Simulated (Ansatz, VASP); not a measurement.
**Two plane-wave programs on Mg2Be**

```
CELL_PARAMETERS angstrom
-2.49601 2.49601 4.90071
2.49601 -2.49601 4.90071
2.49601 2.49601 -4.90071
ATOMIC_POSITIONS crystal
Mg 0.26361 0.26361 0.00000
Mg 0.01361 0.51361 0.50000
Mg 0.48639 0.98639 0.50000
Mg 0.73639 0.73639 0.00000
Be 0.00000 0.00000 0.00000
Be 0.75000 0.25000 0.50000
```

Alike in both runs: functional PBE; k mesh 6 × 6 × 6; occupations gaussian, width 0.1 eV; no spin polarisation.

Ansatz relaxed the structure, and its values are those at the end. VASP's run is a single point on that final structure, the one shown.

|  | VASP | Ansatz |
| --- | --- | --- |
| version | VASP 6.6.1 | Ansatz 0.2.0 |
| potentials or method | VASP PAW PBE potentials, release 64 (Mg, Be), cutoff 520 eV | scalar-relativistic, plane waves, PAW |
| valence electrons in the cell | 12 | 44 |

|  | VASP | Ansatz | Ansatz less VASP |
| --- | --- | --- | --- |
| gap on the k mesh at the Fermi level (eV) | none | none | - |
| pressure (GPa) | -0.1 | 0.0 | +0.08 |

A gap of «none» marks a metal or a gap that the smearing closes. The functional is the same, so the differences come from potentials, cutoffs and numerics. VASP's potentials hold 12 valence electrons a cell and Ansatz's 44, so a difference there can come from the potentials and not from the codes.
